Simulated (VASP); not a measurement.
Crystal: Ag.

```
Ag
1.0
     2.64104    0.00000    0.00000
     0.00000    2.64104    0.00000
     0.00000    0.00000    2.64104
Ag
1
Cartesian
  0.0000 0.0000 0.0000
```

| Item | Value |
| --- | --- |
| Program | VASP 6.6.1 |
| Task | relaxation of cell and atoms |
| Functional | BLYP |
| Potentials or basis | VASP PAW PBE potentials, release 64 (Ag) |
| Cutoff | 600 eV |
| k mesh | 12 × 12 × 12 |
| Occupations | fermi-dirac, width 0.1 eV |
| Spin | no spin polarisation |

At the start: pressure 18.1 GPa; volume 18.42 Å³/atom.

Question: Where does the relaxation end?

Answer: Over 4 steps the energy falls by 183.7 meV/atom and the volume is 22.53 Å³/atom (+22.3 %); space group Pm-3m (No. 221, to 0.05 Å).

The path:
| step | energy change (eV) | largest force (eV/Å) | pressure (GPa) | volume (Å³) |
| --- | --- | --- | --- | --- |
| 1 | 0.0000 | 0.0000 | 18.05 | 18.42 |
| 2 | -0.1604 | 0.0000 | -3.36 | 24.53 |
| 3 | -0.1836 | 0.0000 | 0.20 | 22.42 |
| 4 | -0.1837 | 0.0000 | -0.06 | 22.53 |

Final structure:
```
CELL_PARAMETERS angstrom
2.82426 0.00000 0.00000
0.00000 2.82426 0.00000
0.00000 0.00000 2.82426
ATOMIC_POSITIONS crystal
Ag 0.00000 0.00000 0.00000
```

Caveat: the volume moved by over 15 % at a fixed basis, so the end points are rough; the PAW data sets were made with another functional, which shifts forces and pressure a little.
